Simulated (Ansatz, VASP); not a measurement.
# Two plane-wave programs on C

```
C
1.0
     0.00000    5.35011    5.35011
     5.35011    0.00000    5.35011
     5.35011    5.35011    0.00000
C
53
Direct
  0.00000 0.00000 0.33333
  0.00000 0.00000 0.66667
  0.00000 0.33333 0.00000
  0.00000 0.33333 0.33333
  0.00000 0.33333 0.66667
  0.00000 0.66667 0.00000
  0.00000 0.66667 0.33333
  0.00000 0.66667 0.66667
  0.33333 0.00000 0.00000
  0.33333 0.00000 0.33333
  0.33333 0.00000 0.66667
  0.33333 0.33333 0.00000
  0.33333 0.33333 0.33333
  0.33333 0.33333 0.66667
  0.33333 0.66667 0.00000
  0.33333 0.66667 0.33333
  0.33333 0.66667 0.66667
  0.66667 0.00000 0.00000
  0.66667 0.00000 0.33333
  0.66667 0.00000 0.66667
  0.66667 0.33333 0.00000
  0.66667 0.33333 0.33333
  0.66667 0.33333 0.66667
  0.66667 0.66667 0.00000
  0.66667 0.66667 0.33333
  0.66667 0.66667 0.66667
  0.08333 0.08333 0.08333
  0.08333 0.08333 0.41667
  0.08333 0.08333 0.75000
  0.08333 0.41667 0.08333
  0.08333 0.41667 0.41667
  0.08333 0.41667 0.75000
  0.08333 0.75000 0.08333
  0.08333 0.75000 0.41667
  0.08333 0.75000 0.75000
  0.41667 0.08333 0.08333
  0.41667 0.08333 0.41667
  0.41667 0.08333 0.75000
  0.41667 0.41667 0.08333
  0.41667 0.41667 0.41667
  0.41667 0.41667 0.75000
  0.41667 0.75000 0.08333
  0.41667 0.75000 0.41667
  0.41667 0.75000 0.75000
  0.75000 0.08333 0.08333
  0.75000 0.08333 0.41667
  0.75000 0.08333 0.75000
  0.75000 0.41667 0.08333
  0.75000 0.41667 0.41667
  0.75000 0.41667 0.75000
  0.75000 0.75000 0.08333
  0.75000 0.75000 0.41667
  0.75000 0.75000 0.75000
```

Change from the starting cell: C vacancy, charge +0, host positions.

Alike in both runs: task electric field gradients; functional PBE; k mesh 3 × 3 × 3; occupations fermi-dirac, width 0.01 eV; collinear spin.

|  | VASP | Ansatz |
| --- | --- | --- |
| version | VASP 6.6.1 | Ansatz 0.2.0 |
| potentials or method | VASP PAW PBE potentials, release 64 (C) | plane-wave PAW, scalar-relativistic |
| plane-wave cutoff (eV) | 520 | 420 |
| valence electrons in the cell | 212 | 212 |

|  | VASP | Ansatz | Ansatz less VASP |
| --- | --- | --- | --- |
| pressure (GPa) | 0.7 | 0.1 | -0.64 |
| rms of the force components (eV/Å) | 0.616 | 0.620 | +0.0033 |
| net moment per atom (μB) | 0.00 | 0.00 | 0.000 |
| size of Vzz on the site where it differs most (V/Å²) | 16.7 | 12.8 | -3.93 |

Atom by atom the forces differ by 0.005 eV/Å (rms over components). The functional is the same, so the differences come from potentials, cutoffs and numerics. Ansatz's warnings: seeded moment not kept.
